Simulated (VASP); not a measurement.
# CdO5 (P-6m2) in VASP: notebook

Runs on CdO5. Level: PBE. Tasks: single point, relaxation of shape and atoms at fixed volume.

Everything below comes from runs of VASP 6.6.1. Logs are shortened: lines on timing, memory, paths and dates and some standing lists are left out, and cuts for length are marked.

## 1. The cell of the first run

Symmetry: P-6m2, No. 187, hexagonal system. Conventional cell: a = 3.779 Å, b = 3.779 Å, c = 8.927 Å, α = 90.00°, β = 90.00°, γ = 120.00°. Cd (site symmetry -6m2) has 3 O at 2.18 Å within 2.9 Å. O (site symmetry 3m) has 1 O at 1.21 Å within 1.6 Å. O (site symmetry 3m) has 1 O at 1.21 Å within 1.6 Å. O (site symmetry -6m2) has 3 Cd at 2.18 Å within 2.9 Å.

## 2. Single point, PBE

Contents of INCAR:

```
SYSTEM = CdO5
  PREC = Accurate
  ENCUT = 520
  EDIFF = 1E-6
  ISMEAR = 0
  SIGMA = 0.1
  LREAL = .False.
  LASPH = .True.
  NELM = 100
  ALGO = Normal
  ISIF = 2
  LWAVE = .False.
  LCHARG = .True.
  GGA = PE
  LELF = .True.
  LVHAR = .True.
  NBANDS = 30
```

Contents of KPOINTS:

```
Automatic mesh
0
Gamma
  12 12 4
  0 0 0
```

Contents of POSCAR:

```
CdO5
1.0
    3.7794498413      0.0000000000      0.0000000000
   -1.8897249206      3.2730995749      0.0000000000
    0.0000000000      0.0000000000      8.9267705399
Cd O
1 5
Direct
    0.0000000000      0.0000000000      0.0000000000
    0.0000000000      0.0000000000      0.5679824414
    0.0000000000      0.0000000000      0.4320175586
    0.6666666667      0.3333333333      0.5679501612
    0.6666666667      0.3333333333      0.4320498388
    0.3333333333      0.6666666667      0.0000000000
```

Potentials or basis: VASP PAW PBE potentials, release 64 (Cd, O).

Command:

```sh
> cat potpaw_PBE.64/Cd/POTCAR potpaw_PBE.64/O/POTCAR > POTCAR
> mpirun -np 1 vasp_std > vasp.out
```

OUTCAR:

```text
SYSTEM = CdO5
   PREC = Accurate
   ENCUT = 520
   EDIFF = 1E-6
   ISMEAR = 0
   LREAL = .False.
   LASPH = .True.
   NELM = 100
   ISIF = 2
   GGA = PE

 ion  position               nearest neighbor table
   1  0.000  0.000  0.000-   6 2.18   6 2.18   6 2.18
   2  0.000  0.000  0.568-   3 1.21
   3  0.000  0.000  0.432-   2 1.21
   4  0.667  0.333  0.568-   5 1.21
   5  0.667  0.333  0.432-   4 1.21
   6  0.333  0.667  0.000-   1 2.18   1 2.18   1 2.18

  LATTYP: Found a hexagonal cell.
 ALAT       =     3.7794498413
 C/A-ratio  =     2.3619232732

  Lattice vectors:

 A1 = (   3.7794498413,   0.0000000000,   0.0000000000)
 A2 = (  -1.8897249206,   3.2730995749,   0.0000000000)
 A3 = (   0.0000000000,   0.0000000000,   8.9267705399)

Analysis of symmetry for initial positions (statically):
=====================================================================
 Subroutine PRICEL returns:
 Original cell was already a primitive cell.

 Routine SETGRP: Setting up the symmetry group for a
 hexagonal supercell.

 Subroutine GETGRP returns: Found 12 space group operations
 (whereof 12 operations were pure point group operations)
 out of a pool of 24 trial point group operations.

The static configuration has the point symmetry D_3h.

Analysis of symmetry for dynamics (positions and initial velocities):
=====================================================================
 Subroutine PRICEL returns:
 Original cell was already a primitive cell.

 Routine SETGRP: Setting up the symmetry group for a
 hexagonal supercell.

 Subroutine GETGRP returns: Found 12 space group operations
 (whereof 12 operations were pure point group operations)
 out of a pool of 24 trial point group operations.

The dynamic configuration has the point symmetry D_3h.

 Subroutine INISYM returns: Found 12 space group operations
 (whereof 12 operations are pure point group operations),
 and found     1 'primitive' translations

----------------------------------------------------------------------------------------

                                     Primitive cell

  volume of cell :     110.4288

  direct lattice vectors                    reciprocal lattice vectors
     3.779449841  0.000000000  0.000000000     0.264588774  0.152760400  0.000000000
    -1.889724921  3.273099575  0.000000000     0.000000000  0.305520800  0.000000000
     0.000000000  0.000000000  8.926770540     0.000000000  0.000000000  0.112022595

  length of vectors
     3.779449841  3.779449841  8.926770540     0.305520800  0.305520800  0.112022595

  position of ions in fractional coordinates (direct lattice)
     0.000000000  0.000000000  0.000000000
     0.000000000  0.000000000  0.567982441
     0.000000000  0.000000000  0.432017559
     0.666666667  0.333333333  0.567950161
     0.666666667  0.333333333  0.432049839
     0.333333333  0.666666667  0.000000000

  ion indices of the primitive-cell ions
   primitive index   ion index
                 1           1
                 2           2
                 3           3
                 4           4
                 5           5
                 6           6

----------------------------------------------------------------------------------------

 KPOINTS: Automatic mesh

Automatic generation of k-mesh.
 Grid dimensions read from file:
 generate k-points for:   12   12    4

 Generating k-lattice:

  Cartesian coordinates                     Fractional coordinates (reciprocal lattice)
     0.022049065  0.012730033  0.000000000     0.083333333  0.000000000  0.000000000
     0.000000000  0.025460067  0.000000000     0.000000000  0.083333333  0.000000000
     0.000000000  0.000000000  0.028005649     0.000000000  0.000000000  0.250000000

  Length of vectors
     0.025460067  0.025460067  0.028005649

  Shift w.r.t. Gamma in fractional coordinates (k-lattice)
     0.000000000  0.000000000  0.000000000

 Subroutine IBZKPT returns following result:
 ===========================================

 Found     57 irreducible k-points:

 Following reciprocal coordinates:
            Coordinates               Weight
  0.000000  0.000000  0.000000      1.000000
  0.083333  0.000000  0.000000      6.000000
  0.166667  0.000000  0.000000      6.000000
  0.250000  0.000000  0.000000      6.000000
  0.333333 -0.000000  0.000000      6.000000
  0.416667  0.000000  0.000000      6.000000
[... 16 lines left out ...]
  0.250000  0.000000  0.250000     12.000000
  0.333333 -0.000000  0.250000     12.000000
 [... further k-points ...]
   k-points           NKPTS =     57   k-points in BZ     NKDIM =     57   number of bands    NBANDS=     30
   number of dos      NEDOS =    301   number of ions     NIONS =      6
   total plane-waves  NPLWV =  54880
   dimension x,y,z NGX =    28 NGY =   28 NGZ =   70
   dimension x,y,z NGXF=    56 NGYF=   56 NGZF=  140
   ions per type =               1   5
   NGX,Y,Z   is equivalent  to a cutoff of  12.32, 12.32, 13.04 a.u.
   NGXF,Y,Z  is equivalent  to a cutoff of  24.63, 24.63, 26.07 a.u.
 SYSTEM =  CdO5
   PREC   = accura    normal or accurate (medium, high low for compatibility)
   ISTART =      0    job   : 0-new  1-cont  2-samecut
   ICHARG =      2    charge: 1-file 2-atom 10-const
   ISPIN  =      1    spin polarized calculation?
   LNONCOLLINEAR =      F non collinear calculations
   LSORBIT =      F    spin-orbit coupling
   LASPH  =      T    aspherical Exc in radial PAW
   ENCUT  =  520.0 eV  38.22 Ry    6.18 a.u.   7.03  7.03 16.60*2*pi/ulx,y,z
   NELM   =    100;   NELMIN=  2; NELMDL= -5     # of ELM steps
   EDIFF  = 0.1E-05   stopping-criterion for ELM
   LREAL  =      F    real-space projection
   EDIFFG = 0.1E-04   stopping-criterion for IOM
   NSW    =      0    number of steps for IOM
   IBRION =     -1    ionic relax: 0-MD 1-quasi-New 2-CG
   NFREE  =      0    steps in history (QN), initial steepest desc. (CG)
   ISIF   =      2    stress and relaxation
   ISYM   =      2    0-nonsym 1-usesym 2-fastsym
   POTIM  = 0.5000    time-step for ionic-motion
   TEBEG  =    0.0;   TEEND  =   0.0 temperature during run
   PSTRESS=    0.0 pullay stress
   NELECT =      42.0000    total number of electrons
   NUPDOWN=      -1.0000    fix difference up-down
   EMIN   =  10.00;   EMAX   =-10.00  energy-range for DOS
   EFERMI =   0.00;   METHOD = LEGACY
   ISMEAR =     0;   SIGMA  =   0.10  broadening in eV -4-tet -1-fermi 0-gaus
   EFERMI_NEDOS =   21; number of points for ismear=-14 and -15
   IALGO  =     38    algorithm
   IMIX   =      4    mixing-type and parameters
     AMIX     =   0.40;   BMIX     =  1.00
     AMIX_MAG =   1.60;   BMIX_MAG =  1.00
  volume/ion in A,a.u.               =      18.40       124.20
  Fermi-wavevector in a.u.,A,eV,Ry     =   1.186125  2.241452 19.141941  1.406893
  Thomas-Fermi vector in A             =   2.322304
   LORBIT       =      0    0 simple, 1 ext, 2 COOP (PROOUT), +10 PAW based schemes
   GGA     = PE    functional components
   LHFCALC =     F    Hartree Fock is set to
   AEXX    =    0.0000 exact exchange contribution
   IVDW    =     0    specifies the selected vdW correction
   LEPSILON=     F    determine dielectric tensor
   LRPA    =     F    only Hartree local field effects (RPA)
 non-spin polarized calculation
 Gauss-broadening in eV      SIGMA  =   0.10
  energy-cutoff  :      520.00
  volume of cell :      110.43
 maximum number of plane-waves:      3003
   NGX = 15   NGY = 15   NGZ = 33

 number of electron      42.0000003 magnetization

 Free energy of the ion-electron system (eV)
  ---------------------------------------------------
  ext. energy  EPLUGINS =         0.00000000
  ---------------------------------------------------
  free energy    TOTEN  =       -26.64948588 eV

  energy without entropy =      -26.64699298  energy(sigma->0) =      -26.64823943

 E-fermi :  -1.2149     XC(G=0):  -7.6979

 val. band max:       -1.2879636127   @ k =   0.0833   0.0000   0.0000
 cond. band min:      -1.2030197845   @ k =   0.0000   0.0000   0.5000
 fundamental gap:      0.0849438282
 Fermi energy:        -1.2148981287

 k-point     1 :       0.0000    0.0000    0.0000
  band No.  band energies     occupation
      1     -29.3390      2.00000
      2     -27.3956      2.00000
      3     -17.2687      2.00000
      4     -16.8417      2.00000
      5     -14.1535      2.00000
      6     -10.0731      2.00000
[... 22 lines left out ...]
     29       9.2248      0.00000
     30      10.2240      0.00000

 k-point     2 :       0.0833    0.0000    0.0000
  band No.  band energies     occupation
      1     -29.3127      2.00000
      2     -27.4291      2.00000
      3     -17.2562      2.00000
      4     -16.8076      2.00000
      5     -14.2041      2.00000
      6     -10.1151      2.00000
[... 22 lines left out ...]
     29       9.1737      0.00000
     30       9.6229      0.00000

 k-point     3 :       0.1667    0.0000    0.0000
  band No.  band energies     occupation
      1     -29.2357      2.00000
      2     -27.5254      2.00000
      3     -17.2220      2.00000
      4     -16.7072      2.00000
      5     -14.3485      2.00000
      6     -10.2231      2.00000
[... 22 lines left out ...]
     29       8.8151      0.00000
     30       9.0139      0.00000

 k-point     4 :       0.2500    0.0000    0.0000
  band No.  band energies     occupation
      1     -29.1150      2.00000
      2     -27.6723      2.00000
      3     -17.1756      2.00000
      4     -16.5485      2.00000
      5     -14.5658      2.00000
      6     -10.3577      2.00000
[... 22 lines left out ...]
     29       8.7155      0.00000
     30       9.2706      0.00000

 k-point     5 :       0.3333   -0.0000    0.0000
  band No.  band energies     occupation
      1     -28.9638      2.00000
      2     -27.8491      2.00000
      3     -17.1295      2.00000
      4     -16.3484      2.00000
      5     -14.8232      2.00000
      6     -10.4805      2.00000
[... 22 lines left out ...]
     29       8.3834      0.00000
     30       9.7362      0.00000
[... 526 lines left out ...]
     29       9.2179      0.00000
     30       9.6894      0.00000

 k-point    22 :       0.1667    0.0000    0.2500
  band No.  band energies     occupation
      1     -29.2357      2.00000
      2     -27.5253      2.00000
      3     -17.2222      2.00000
      4     -16.7069      2.00000
      5     -14.3484      2.00000
      6     -10.2231      2.00000
[... 22 lines left out ...]
     29       9.1443      0.00000
     30       9.3865      0.00000

 k-point    23 :       0.2500    0.0000    0.2500
  band No.  band energies     occupation
      1     -29.1149      2.00000
      2     -27.6722      2.00000
      3     -17.1757      2.00000
      4     -16.5483      2.00000
      5     -14.5659      2.00000
      6     -10.3577      2.00000
[... 22 lines left out ...]
     29       8.8549      0.00000
     30       9.5991      0.00000

 k-point    24 :       0.3333   -0.0000    0.2500
  band No.  band energies     occupation
      1     -28.9637      2.00000
      2     -27.8493      2.00000
      3     -17.1296      2.00000
      4     -16.3484      2.00000
      5     -14.8232      2.00000
      6     -10.4805      2.00000
[... 22 lines left out ...]
     29       8.4874      0.00000
     30       9.6781      0.00000

 [... further k-points ...]

------------------------ aborting loop because EDIFF is reached ----------------------------------------

  FORCE on cell =-STRESS in cart. coord.  units (eV):
  Direction    XX          YY          ZZ          XY          YZ          ZX
  --------------------------------------------------------------------------------------
  -------------------------------------------------------------------------------------
  Total        0.2110158      0.2110158      2.8656063      0.0000000     -0.0000000      0.0000000
  in kB        3.0615637      3.0615637     41.5762135      0.0000000     -0.0000000      0.0000000
  external PRESSURE =      15.8997803 kB  Pullay stress =       0.0000000 kB

 VOLUME and BASIS-vectors are now :
 -----------------------------------------------------------------------------
  energy-cutoff  :      520.00
  volume of cell :      110.43
      direct lattice vectors                 reciprocal lattice vectors
     3.779449841  0.000000000  0.000000000     0.264588774  0.152760400  0.000000000
    -1.889724921  3.273099575  0.000000000     0.000000000  0.305520800  0.000000000
     0.000000000  0.000000000  8.926770540     0.000000000  0.000000000  0.112022595

 POSITION                                       TOTAL-FORCE (eV/Angst)
 -----------------------------------------------------------------------------------
      0.00000      0.00000      0.00000        -0.000000     -0.000000      0.000000
      0.00000      0.00000      5.07025        -0.000000      0.000000      1.241596
      0.00000      0.00000      3.85652        -0.000000      0.000000     -1.241596
      1.88972      1.09103      5.06996         0.000000     -0.000000      1.249782
      1.88972      1.09103      3.85681         0.000000     -0.000000     -1.249782
     -0.00000      2.18207      0.00000        -0.000000     -0.000000      0.000000
 -----------------------------------------------------------------------------------
    total drift:                               -0.000001      0.000000      0.000000

  FREE ENERGIE OF THE ION-ELECTRON SYSTEM (eV)
  ---------------------------------------------------
  free  energy   TOTEN  =       -26.6494858802 eV

  energy  without entropy=      -26.6469929791  energy(sigma->0) =      -26.64823943
```

Run time: 8 min. Hardware: 1 thread of AMD EPYC, shared host; peak memory 0.28 GiB.

Results:

* Free energy: -26.6495 eV
* Pressure: 1.6 GPa
* Largest force: 1.250 eV/Å
* Band gap on the k mesh: zero (bands 21 and 22 overlap by 0.18 eV)

Forces in eV/Å, atoms in the order of the input:
```
Cd   0.000  0.000  0.000
O    0.000  0.000  1.242
O    0.000  0.000 -1.242
O    0.000  0.000  1.250
O    0.000  0.000 -1.250
O    0.000  0.000  0.000
```

Caveat: the standard files for N, O and F lose accuracy on very short bonds; semilocal functionals underestimate gaps, and a narrow one can read as zero; forces of over 1 eV/Å act on the atoms, so gaps and moduli don't describe the material at rest.

## 3. Relaxation of shape and atoms at fixed volume, PBE (16.07 Å³/atom)

This run uses another cell than the first one, of 16.07 Å³/atom.

Contents of INCAR:

```
SYSTEM = CdO5
PREC = Accurate ; ENCUT = 600
EDIFF = 1E-6 ; ISMEAR = 0
SIGMA = 0.1 ; LREAL = .False.
LASPH = .True. ; NELM = 100
ALGO = Normal ; ISIF = 4
LWAVE = .False. ; LCHARG = .False.
GGA = PE ; IBRION = 2
NSW = 50 ; EDIFFG = -0.01
```

Contents of KPOINTS:

```
regular mesh
0
Gamma
  12 12 4
  0 0 0
```

Contents of POSCAR:

```
CdO5
1.0
    3.7309423639      0.0000000000      0.0000000000
   -1.8654711820      3.2310908672      0.0000000000
    0.0000000000      0.0000000000      7.9977147197
Cd O
1 5
Direct
    0.0000000000      0.0000000000      0.0000000000
    0.0000000000      0.0000000000      0.5750644216
    0.0000000000      0.0000000000      0.4249355784
    0.6666666667      0.3333333333      0.5749808663
    0.6666666667      0.3333333333      0.4250191337
    0.3333333333      0.6666666667      0.0000000000
```

Potentials or basis: VASP PAW PBE potentials, release 64 (Cd, O).

Command:

```sh
> cat potpaw_PBE.64/Cd/POTCAR potpaw_PBE.64/O/POTCAR > POTCAR
> mpirun -np 1 vasp_std > vasp.out
```

It took 37 min on 1 thread of AMD EPYC, shared host; peak memory 0.3 GiB.

Results (log left out):

* Free energy: -26.6627 eV
* Energy gained by relaxing: 15.3 meV/atom
* Ionic steps: 9
* Pressure after relaxing: 0.2 GPa
* Largest force after relaxing: 0.008 eV/Å
* Band gap on the k mesh: zero (bands 21 and 22 overlap by 0.21 eV)

Forces on the atoms (eV/Å):
```
Cd   0.000  0.000  0.000
O    0.000  0.000 -0.003
O    0.000  0.000  0.003
O    0.000  0.000  0.008
O    0.000  0.000 -0.008
O    0.000  0.000  0.000
```

Stress tensor (GPa, compression positive):
```
0.14 0.00 0.00
0.00 0.14 0.00
0.00 0.00 0.24
```

The path:
| step | energy change (eV) | largest force (eV/Å) | pressure (GPa) | volume (Å³) |
| --- | --- | --- | --- | --- |
| 1 | 0.0000 | 2.3549 | 5.19 | 96.41 |
| 2 | 2.1701 | 7.4307 | -7.75 | 96.41 |
| 3 | -0.0590 | 0.3954 | 1.81 | 96.41 |
| 4 | -0.0620 | 0.0193 | 2.28 | 96.41 |
| 5 | -0.0622 | 0.0830 | 2.40 | 96.41 |
| 6 | -0.0756 | 0.0876 | 1.84 | 96.41 |
| 7 | -0.0917 | 0.1464 | 0.35 | 96.41 |
| 8 | -0.0696 | 1.2732 | -1.50 | 96.41 |
| 9 | -0.0920 | 0.0077 | 0.17 | 96.41 |

Final structure:
```
Cd O
1.0
     3.78574    0.00000    0.00000
    -1.89287    3.27855    0.00000
     0.00000    0.00000    7.76785
Cd O
1 5
Direct
  0.00000 0.00000 0.00000
  0.00000 0.00000 0.57922
  0.00000 0.00000 0.42078
  0.66667 0.33333 0.57911
  0.66667 0.33333 0.42089
  0.33333 0.66667 0.00000
```

Levels at points of the mesh, in eV from the Fermi level:
```csv
k point,band 18,band 19,band 20,band 21,band 22,band 23,band 24,band 25
"(0.00, 0.00, 0.00)",-1.73,-1.14,0.04,0.04,0.93,0.93,1.16,4.95
"(0.50, 0.00, 0.00)",-2.18,-1.35,-1.22,-0.24,0.65,1.51,4.88,5.70
"(0.00, 0.00, 0.50)",-1.73,-1.07,0.04,0.04,0.93,0.93,0.95,5.96
"(0.50, 0.00, 0.50)",-2.18,-1.33,-1.21,-0.27,0.66,1.51,4.74,6.35
```

Caveat: the standard files for N, O and F lose accuracy on very short bonds; semilocal functionals underestimate gaps, and a narrow one can read as zero.

The gap in the log of VASP goes by the Fermi energy; the results here count the filled bands.